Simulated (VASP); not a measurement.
Runs of VASP 6.6.1 on Bi2Te3. The structure is that of space group R3m (No. 160), or close to it. The cells are those of the table. 

```tsv
task	cell	gap on the mesh (eV)	pressure (GPa)	largest force (eV/Å)
single point	a = 10.262 Å, angles 24.6°, 5 atoms	none	2.7	1.30
single point	a = 10.250 Å, angles 24.1°, 5 atoms	none	5.3	1.49
electric field gradients	a = 10.234 Å, angles 24.8°, 5 atoms	none	2.2	1.24
electric field gradients	a = 10.130 Å, angles 24.8°, 5 atoms	none	(a)	1.34
electric field gradients	a = 10.262 Å, angles 24.6°, 5 atoms	none	2.7	1.30
single point	a = 10.558 Å, angles 24.1°, 5 atoms	none	0.1	1.17
```

Alike in all rows: level PBE; potentials or basis VASP PAW PBE potentials, release 64 (Bi_d, Te); no spin polarisation; k mesh 8 × 8 × 8; cutoff (eV) 520; smearing fermi-dirac 0.08 eV.

Fill in the values left out.

(a) 4.0.

Caveats: spin-orbit coupling is left out, which moves the levels of the heavy elements; forces of over 1 eV/Å act on the atoms, so gaps and moduli don't describe the material at rest; the cell stands under pressure (at least some runs).

A k mesh can miss the band edges, and the runs leave out spin-orbit coupling on Bi, Te.

A gap of «none» marks levels without a gap at the run's occupations.
